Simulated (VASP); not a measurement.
A run of VASP 6.6.1 is set up as follows.

The input POSCAR:

```
Ta2B2O
1.0
    5.4036571245      0.0000000000     -0.0070357462
    0.0000000000      3.0804110364      0.0000000000
   -1.5632478888      0.0000000000      6.5129510843
Ta B O
4 4 2
Direct
    0.9326727232      0.5000000000      0.2556149050
    0.4242397858      0.0000000000      0.2500527537
    0.0673272768      0.5000000000      0.7443850950
    0.5757602142      0.0000000000      0.7499472463
    0.8318434164      0.0000000000      0.4983429231
    0.3336899175      0.5000000000      0.4997970009
    0.1681565836      0.0000000000      0.5016570769
    0.6663100825      0.5000000000      0.5002029991
    0.7205509204      0.0000000000      0.0737799255
    0.2794490796      0.0000000000      0.9262200745
```

File INCAR.step1:

```
PREC = Accurate
ENCUT = 520
ISMEAR = 0
SIGMA = 0.1
LREAL = F
LASPH = T
NELM = 100
NBANDS = 45
GGA = PE
ALGO = Normal
EDIFF = 1E-4
LWAVE = T
LCHARG = F
```

File INCAR.step2:

```
PREC = Accurate
ENCUT = 520
EDIFF = 1E-6
ISMEAR = 0
SIGMA = 0.1
LREAL = F
LASPH = T
NELM = 100
ALGO = Normal
ISIF = 2
LWAVE = F
LCHARG = T
METAGGA = R2SCAN
LMIXTAU = T
LELF = T
LVHAR = T
NBANDS = 45
ISTART = 1
```

The input KPOINTS:

```
regular mesh
0
Gamma
  6 10 6
```

Potentials or basis: VASP PAW PBE potentials, release 64 (Ta_pv, B, O).

Launch:

```sh
$ cat potpaw_PBE.64/Ta_pv/POTCAR potpaw_PBE.64/B/POTCAR potpaw_PBE.64/O/POTCAR > POTCAR
$ cp INCAR.step1 INCAR
$ mpirun -np 1 vasp_std > vasp.out
$ cp INCAR.step2 INCAR
$ mpirun -np 1 vasp_std > vasp.out
```

Problem. Estimate the band gap on the k mesh.

Solution. Zero (bands 34 and 35 overlap by 2.09 eV).

Problem. Predict the pressure.

Solution. -3.1 GPa.

Problem. What does it give for the largest force?

Solution. 0.112 eV/Å.

Stress tensor (GPa, compression positive):
```
-2.69  0.00 -0.29
 0.00 -3.15  0.00
-0.29  0.00 -3.43
```

Caveat: the cell stands under tension; the PAW data sets were made with another functional, which shifts forces and pressure a little; spin-orbit coupling is left out, which moves the levels of the heavy elements.
